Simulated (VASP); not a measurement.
Wanted: the native input for a VASP 6.6.1 run.

| Item | Value |
| --- | --- |
| Task | single point |
| Functional | r2SCAN |
| Potentials or basis | VASP PAW PBE potentials, release 64 (Rh_pv) |
| Cutoff | 520 eV |
| k mesh | 24 × 24 × 12 |
| Occupations | gaussian, width 0.1 eV |
| Spin | no spin polarisation |
| Dipole correction | no |
| Further INCAR settings | ALGO = Normal; EDIFF = 1e-06; NBANDS = 22 |

Crystal: Rh.

```xyz
2
Lattice="2.6496 0.0000 0.0000 -1.3248 2.2946 0.0000 0.0000 0.0000 4.4281" Properties=species:S:1:pos:R:3 pbc="T T T"
Rh    1.3248    0.7649    3.3211
Rh    0.0000    1.5297    1.1070
```

This cell differs from its parent crystal: biaxial strain in the a-b plane: -2.0 %, then relaxed in part.

These files were run (other wordings do the same):

POSCAR

```
Rh
1.0
    2.6495703198      0.0000000000      0.0000000000
   -1.3247851599      2.2945952061      0.0000000000
    0.0000000000      0.0000000000      4.4280676086
Rh
2
Direct
    0.6666666667      0.3333333333      0.7500000000
    0.3333333333      0.6666666667      0.2500000000
```

INCAR.step1

```
ALGO = Normal ; EDIFF = 1E-4
ENCUT = 520 ; GGA = PE
ISMEAR = 0 ; LASPH = T
LCHARG = F ; LREAL = F
LWAVE = T ; NBANDS = 22
NELM = 60 ; PREC = Accurate
SIGMA = 0.1
```

INCAR.step2

```
ALGO = Normal ; EDIFF = 1E-6
ENCUT = 520 ; ISIF = 2
ISMEAR = 0 ; ISTART = 1
LASPH = T ; LCHARG = T
LELF = T ; LMIXTAU = T
LREAL = F ; LVHAR = T
LWAVE = F ; METAGGA = R2SCAN
NBANDS = 22 ; NELM = 60
PREC = Accurate ; SIGMA = 0.1
```

KPOINTS

```
k-points
0
Gamma
  24 24 12
```

Potentials or basis: VASP PAW PBE potentials, release 64 (Rh_pv).

The run is started by

```console
$ cat potpaw_PBE.64/Rh_pv/POTCAR > POTCAR
$ cp INCAR.step1 INCAR
$ mpirun -np 1 vasp_std > vasp.out
$ cp INCAR.step2 INCAR
$ mpirun -np 1 vasp_std > vasp.out
```

It gave:

```
Pressure               : 8.2 GPa
Band gap on the k mesh : zero (band 15 reaches 13.02 eV, above the bottom of band 16 at 10.30 eV)
```

Caveat: the cell differs from its parent crystal (biaxial strain in the a-b plane: -2.0 %, then relaxed in part); the PAW data sets were made with another functional, which shifts forces and pressure a little.

Run time: 7.1 min on 1 thread of AMD EPYC 9R45 96-Core Processor (Zen 5), on a shared host, peak memory 0.27 GiB.
